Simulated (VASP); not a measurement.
Here is a VASP 6.6.1 calculation.

INCAR

```
SYSTEM = Hg2ICl
ALGO     = Normal         ! electronic algorithm
EDIFF    = 1E-6           ! SCF threshold, eV
ENCUT    = 520            ! plane-wave cutoff, eV
GGA      = PE             ! functional
ISIF     = 2              ! what is computed and relaxed
ISMEAR   = 0              ! smearing method
LASPH    = .True.         ! aspherical terms in the spheres
LCHARG   = .False.        ! write CHGCAR
LREAL    = .False.        ! projectors in reciprocal space
LWAVE    = .False.        ! write WAVECAR
NBANDS   = 27             ! bands
NELM     = 60             ! most SCF steps
PREC     = Accurate       ! precision mode
SIGMA    = 0.1            ! smearing width, eV
```

The input KPOINTS:

```
k-points
0
Gamma
  4 4 4
  0 0 0
```

The input POSCAR:

```
Hg2ICl
1.0
    4.4715695800      0.0000000000      0.0000000000
    0.0000000000      4.4715695800      0.0000000000
    0.0000000000      0.0000000000      6.3397463700
Hg I Cl
2 1 1
Direct
    0.0000000000      0.0000000000      0.0000000000
    0.5000000000      0.5000000000      0.5000000000
    0.5000000000      0.5000000000      0.0000000000
    0.0000000000      0.0000000000      0.5000000000
```

Potentials or basis: VASP PAW PBE potentials, release 64 (Hg, I, Cl).

Command:

```sh
$ cat potpaw_PBE.64/Hg/POTCAR potpaw_PBE.64/I/POTCAR potpaw_PBE.64/Cl/POTCAR > POTCAR
$ mpirun -np 1 vasp_std > vasp.out
```

What does it give for the band gap on the k mesh?

Zero (bands 19 and 20 overlap by 3.71 eV).

What does it give for the pressure?

-0.4 GPa.

Stress tensor (GPa, compression positive):
```
-0.09  0.00  0.00
 0.00 -0.09  0.00
 0.00  0.00 -0.92
```

Caveat: spin-orbit coupling is left out, which moves the levels of the heavy elements.
